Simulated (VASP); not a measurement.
# W (Immm) in VASP: electric field gradients with PBE

Aim: the electric field gradients of W with PBE.

Program: VASP 6.6.1. These are calculated values, not measurements. Logs are shortened: lines on timing, memory, paths and dates and some standing lists are left out, and cuts for length are marked.

## Step 1: The cell of the first run

It takes space group Immm (No. 71, orthorhombic). Conventional cell: a = 2.849 Å, b = 2.892 Å, c = 4.060 Å, α = 90.00°, β = 90.00°, γ = 90.00°. Within 3.8 Å of W (site symmetry mmm) lie 12 W at 2.85 to 2.89 Å.

## Step 2: Electric field gradients, PBE (xy shear strain of +1.5 %)

File INCAR:

```
SYSTEM = W
PREC = Accurate
ENCUT = 520
EDIFF = 1E-8
ISMEAR = -1
SIGMA = 0.05
LREAL = .False.
LASPH = .True.
NELM = 80
ALGO = Normal
ISIF = 2
LWAVE = .False.
LCHARG = .False.
GGA = PE
LEFG = .True.
NBANDS = 13
```

File KPOINTS:

```
regular mesh
0
Gamma
  14 14 14
  0 0 0
```

File POSCAR:

```
W
1.0
    0.0152250000      2.0300000000      2.0300000000
    2.0300000000      0.0152250000      2.0300000000
    2.0452250000      2.0452250000      0.0000000000
W
1
Direct
    0.0000000000      0.0000000000      0.0000000000
```

Potentials or basis: VASP PAW PBE potentials, release 64 (W_sv).

Launch:

```console
$ cat potpaw_PBE.64/W_sv/POTCAR > POTCAR
$ mpirun -np 1 vasp_std > vasp.out
```

OUTCAR:

```text
SYSTEM = W
   PREC = Accurate
   ENCUT = 520
   EDIFF = 1E-8
   ISMEAR = -1
   LREAL = .False.
   LASPH = .True.
   NELM = 80
   ISIF = 2
   GGA = PE

 ion  position               nearest neighbor table
   1  0.000  0.000  0.000-

  LATTYP: Found a body centered orthorhombic cell.
 ALAT       =     2.8493221301
 B/A-ratio  =     1.0151133501
 C/A-ratio  =     1.4249003147

  Lattice vectors:

 A1 = (   2.0300000000,   0.0152250000,  -2.0300000000)
 A2 = (  -2.0300000000,  -0.0152250000,  -2.0300000000)
 A3 = (   0.0152250000,   2.0300000000,   2.0300000000)

Analysis of symmetry for initial positions (statically):
=====================================================================
 Subroutine PRICEL returns:
 Original cell was already a primitive cell.

 Routine SETGRP: Setting up the symmetry group for a
 body centered orthorhombic supercell.

 Subroutine GETGRP returns: Found  8 space group operations
 (whereof  8 operations were pure point group operations)
 out of a pool of  8 trial point group operations.

The static configuration has the point symmetry D_2h.

Analysis of symmetry for dynamics (positions and initial velocities):
=====================================================================
 Subroutine PRICEL returns:
 Original cell was already a primitive cell.

 Routine SETGRP: Setting up the symmetry group for a
 body centered orthorhombic supercell.

 Subroutine GETGRP returns: Found  8 space group operations
 (whereof  8 operations were pure point group operations)
 out of a pool of  8 trial point group operations.

The dynamic configuration has the point symmetry D_2h.

 Subroutine INISYM returns: Found  8 space group operations
 (whereof  8 operations are pure point group operations),
 and found     1 'primitive' translations

----------------------------------------------------------------------------------------

                                     Primitive cell

  volume of cell :      16.7299

  direct lattice vectors                    reciprocal lattice vectors
     0.015225000  2.030000000  2.030000000    -0.248166669  0.248166669  0.246305419
     2.030000000  0.015225000  2.030000000     0.248166669 -0.248166669  0.246305419
     2.045225000  2.045225000  0.000000000     0.244471880  0.244471880 -0.246305419

  length of vectors
     2.870893903  2.870893903  2.892384933     0.428765379  0.428765379  0.424498951

  position of ions in fractional coordinates (direct lattice)
     0.000000000  0.000000000  0.000000000

  ion indices of the primitive-cell ions
   primitive index   ion index
                 1           1

----------------------------------------------------------------------------------------

 KPOINTS: regular mesh

Automatic generation of k-mesh.
 Grid dimensions read from file:
 generate k-points for:   14   14   14

 Generating k-lattice:

  Cartesian coordinates                     Fractional coordinates (reciprocal lattice)
    -0.017726191  0.017726191  0.017593244     0.071428571 -0.000000000  0.000000000
     0.017726191 -0.017726191  0.017593244    -0.000000000  0.071428571  0.000000000
     0.017462277  0.017462277 -0.017593244     0.000000000  0.000000000  0.071428571

  Length of vectors
     0.030626099  0.030626099  0.030321354

  Shift w.r.t. Gamma in fractional coordinates (k-lattice)
     0.000000000  0.000000000  0.000000000

 Subroutine IBZKPT returns following result:
 ===========================================

 Found    428 irreducible k-points:

 Following reciprocal coordinates:
            Coordinates               Weight
  0.000000  0.000000  0.000000      1.000000
  0.071429 -0.000000  0.000000      4.000000
  0.142857  0.000000  0.000000      4.000000
  0.214286  0.000000  0.000000      4.000000
  0.285714 -0.000000  0.000000      4.000000
  0.357143  0.000000  0.000000      4.000000
[... 16 lines left out ...]
  0.214286  0.142857  0.000000      4.000000
  0.285714  0.142857  0.000000      4.000000
 [... further k-points ...]
   k-points           NKPTS =    428   k-points in BZ     NKDIM =    428   number of bands    NBANDS=     13
   number of dos      NEDOS =    301   number of ions     NIONS =      1
   total plane-waves  NPLWV =  13824
   dimension x,y,z NGX =    24 NGY =   24 NGZ =   24
   dimension x,y,z NGXF=    48 NGYF=   48 NGZF=   48
   ions per type =               1
   NGX,Y,Z   is equivalent  to a cutoff of  13.90, 13.90, 13.79 a.u.
   NGXF,Y,Z  is equivalent  to a cutoff of  27.80, 27.80, 27.59 a.u.
 SYSTEM =  W
   PREC   = accura    normal or accurate (medium, high low for compatibility)
   ISTART =      0    job   : 0-new  1-cont  2-samecut
   ICHARG =      2    charge: 1-file 2-atom 10-const
   ISPIN  =      1    spin polarized calculation?
   LNONCOLLINEAR =      F non collinear calculations
   LSORBIT =      F    spin-orbit coupling
   LASPH  =      T    aspherical Exc in radial PAW
   ENCUT  =  520.0 eV  38.22 Ry    6.18 a.u.   5.34  5.34  5.38*2*pi/ulx,y,z
   NELM   =     80;   NELMIN=  2; NELMDL= -5     # of ELM steps
   EDIFF  = 0.1E-07   stopping-criterion for ELM
   LREAL  =      F    real-space projection
   EDIFFG = 0.1E-06   stopping-criterion for IOM
   NSW    =      0    number of steps for IOM
   IBRION =     -1    ionic relax: 0-MD 1-quasi-New 2-CG
   NFREE  =      0    steps in history (QN), initial steepest desc. (CG)
   ISIF   =      2    stress and relaxation
   ISYM   =      2    0-nonsym 1-usesym 2-fastsym
   POTIM  = 0.5000    time-step for ionic-motion
   TEBEG  =    0.0;   TEEND  =   0.0 temperature during run
   PSTRESS=    0.0 pullay stress
   NELECT =      14.0000    total number of electrons
   NUPDOWN=      -1.0000    fix difference up-down
   EMIN   =  10.00;   EMAX   =-10.00  energy-range for DOS
   EFERMI =   0.00;   METHOD = LEGACY
   ISMEAR =    -1;   SIGMA  =   0.05  broadening in eV -4-tet -1-fermi 0-gaus
   EFERMI_NEDOS =   21; number of points for ismear=-14 and -15
   IALGO  =     38    algorithm
   IMIX   =      4    mixing-type and parameters
     AMIX     =   0.40;   BMIX     =  1.00
     AMIX_MAG =   1.60;   BMIX_MAG =  1.00
  volume/ion in A,a.u.               =      16.73       112.90
  Fermi-wavevector in a.u.,A,eV,Ry     =   1.542717  2.915313 32.381538  2.379976
  Thomas-Fermi vector in A             =   2.648482
   LORBIT       =      0    0 simple, 1 ext, 2 COOP (PROOUT), +10 PAW based schemes
   GGA     = PE    functional components
   LHFCALC =     F    Hartree Fock is set to
   AEXX    =    0.0000 exact exchange contribution
   IVDW    =     0    specifies the selected vdW correction
   LEPSILON=     F    determine dielectric tensor
   LRPA    =     F    only Hartree local field effects (RPA)
 non-spin polarized calculation
  energy-cutoff  :      520.00
  volume of cell :       16.73
 maximum number of plane-waves:       466
 NGX is ok and might be reduce to    24
   NGX = 11   NGY = 11   NGZ = 11

 number of electron      14.0000001 magnetization

 Free energy of the ion-electron system (eV)
  ---------------------------------------------------
  ext. energy  EPLUGINS =         0.00000000
  ---------------------------------------------------
  free energy    TOTEN  =       -12.47611300 eV

  energy without entropy =      -12.46600439  energy(sigma->0) =      -12.47105870

 E-fermi :  10.2187     XC(G=0): -13.3285

 val. band max:       10.2178361350   @ k =  -0.2857   0.1429   0.0714
 cond. band min:      10.2249077066   @ k =   0.5000   0.0000   0.1429
 fundamental gap:      0.0070715716
 Fermi energy:        10.2187270312

 k-point     1 :       0.0000    0.0000    0.0000
  band No.  band energies     occupation
      1     -63.4856      2.00000
      2     -27.1584      2.00000
      3     -27.1397      2.00000
      4     -27.1201      2.00000
      5       1.3359      2.00000
      6       9.5596      2.00000
      7       9.6861      1.99995
      8       9.8274      1.99920
      9      12.7349      0.00000
     10      12.7354      0.00000
     11      22.9874      0.00000
     12      27.9219      0.00000
     13      28.1151      0.00000

 k-point     2 :       0.0714   -0.0000    0.0000
  band No.  band energies     occupation
      1     -63.4806      2.00000
      2     -27.1858      2.00000
      3     -27.1657      2.00000
      4     -27.1396      2.00000
      5       1.5570      2.00000
      6       9.5924      1.99999
      7       9.6631      1.99997
      8       9.8565      1.99857
      9      12.6346      0.00000
     10      12.6388      0.00000
     11      23.4324      0.00000
[... 339 lines left out ...]
 k-point    24 :       0.2857    0.1429    0.0000
  band No.  band energies     occupation
      1     -63.4273      2.00000
      2     -27.6787      2.00000
      3     -27.3093      2.00000
      4     -27.2673      2.00000
      5       4.0284      2.00000
      6       8.0103      2.00000
      7       9.9361      1.99301
      8      10.7223      0.00008
      9      12.2063      0.00000
     10      13.7288      0.00000
     11      24.7447      0.00000
     12      27.6783      0.00000
     13      29.6068      0.00000

 [... further k-points ...]
[... 5 lines left out ...]
  --------------------------------------------------------------------------------------
  -------------------------------------------------------------------------------------
  Total       -0.4505669     -0.4505669     -0.4121491      0.2579220      0.0000000      0.0000000
  in kB      -43.1495430    -43.1495430    -39.4703768     24.7004708      0.0000000      0.0000000
  external PRESSURE =     -41.9231543 kB  Pullay stress =       0.0000000 kB

 VOLUME and BASIS-vectors are now :
 -----------------------------------------------------------------------------
  energy-cutoff  :      520.00
  volume of cell :       16.73
      direct lattice vectors                 reciprocal lattice vectors
     0.015225000  2.030000000  2.030000000    -0.248166669  0.248166669  0.246305419
     2.030000000  0.015225000  2.030000000     0.248166669 -0.248166669  0.246305419
     2.045225000  2.045225000  0.000000000     0.244471880  0.244471880 -0.246305419

 POSITION                                       TOTAL-FORCE (eV/Angst)
 -----------------------------------------------------------------------------------
      0.00000      0.00000      0.00000        -0.000000     -0.000000      0.000000
 -----------------------------------------------------------------------------------
    total drift:                                0.000000      0.000000     -0.000000

  FREE ENERGIE OF THE ION-ELECTRON SYSTEM (eV)
  ---------------------------------------------------
  free  energy   TOTEN  =       -12.4761129993 eV

  energy  without entropy=      -12.4660043920  energy(sigma->0) =      -12.47105870

 Electric field gradients (V/A^2)
---------------------------------------------------------------------
 ion       V_xx      V_yy      V_zz      V_xy      V_xz      V_yz
---------------------------------------------------------------------
   1       0.245     0.245    -0.491     4.688    -0.000    -0.000
---------------------------------------------------------------------

 Electric field gradients after diagonalization (V/A^2)
 (convention: |V_zz| > |V_xx| > |V_yy|)
----------------------------------------------------------------------
 ion       V_xx      V_yy      V_zz     asymmetry (V_yy - V_xx)/ V_zz
----------------------------------------------------------------------
   1      -4.443    -0.491     4.934       0.801
----------------------------------------------------------------------

           NMR quadrupolar parameters

 Cq : quadrupolar parameter    Cq=e*Q*V_zz/h
 eta: asymmetry parameters     (V_yy - V_xx)/ V_zz
 Q  : nuclear electric quadrupole moment in mb (millibarn)
----------------------------------------------------------------------
 ion       Cq(MHz)       eta       Q (mb)
----------------------------------------------------------------------
   1       0.012       0.801       1.000
----------------------------------------------------------------------
```

It took 27 s on 1 thread of Intel Xeon 6975P-C (Granite Rapids), shared host; peak memory 0.21 GiB.

Results:

| Property | Result |
| --- | --- |
| Free energy | -12.4761 eV |
| Pressure | -4.2 GPa |
| Band gap on the k mesh | zero (band 7 reaches 13.17 eV, above the bottom of band 8 at 9.69 eV) |

Electric field gradients, principal values (V/Å²):
```tsv
atom	least	middle	greatest (by size)
1 W	-0.491	-4.443	4.934
```

Caveat: the cell differs from its parent crystal (xy shear strain of +1.5 %); without QUAD_EFG the Cq values of the log hold for a quadrupole moment of 1 mb, not for the nuclei; spin-orbit coupling is left out, which moves the levels of the heavy elements.
